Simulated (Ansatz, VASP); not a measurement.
# One calculation of MgO, two programs

```
Mg O
1.0
     2.89033    0.00000    0.00000
    -1.44517    2.50310    0.00000
     0.00000    0.00000    2.76839
Mg O
1 1
Direct
  0.00000 0.00000 0.00000
  0.33333 0.66667 0.50000
```

Alike in both runs: task single point; functional PBE; k mesh 12 × 12 × 10; occupations gaussian, width 0.05 eV; no spin polarisation.

```csv
,VASP,Ansatz
version,VASP 6.6.1,Ansatz 0.2.0
potentials or method,"VASP PAW PBE potentials, release 64 (Mg, O), cutoff 520 eV","scalar-relativistic, plane waves, PAW"
valence electrons in the cell,8,16
```

VASP gave:

| Quantity | Value |
| --- | --- |
| gap on the k mesh at the Fermi level (eV) | 2.76 |
| least direct gap on the mesh (eV) | 3.17 |
| pressure (GPa) | -1.5 |
| traceless stress, the component that is largest in VASP (GPa) | -17.25 |

Problem. Estimate Ansatz's values.

Solution. gap on the k mesh at the Fermi level (eV): 2.79; least direct gap on the mesh (eV): 3.19; pressure (GPa): -0.9; traceless stress, the component that is largest in VASP (GPa): -17.09.

The functional is the same, so the differences come from potentials, cutoffs and numerics. VASP's potentials hold 8 valence electrons a cell and Ansatz's 16, so a difference there can come from the potentials and not from the codes.
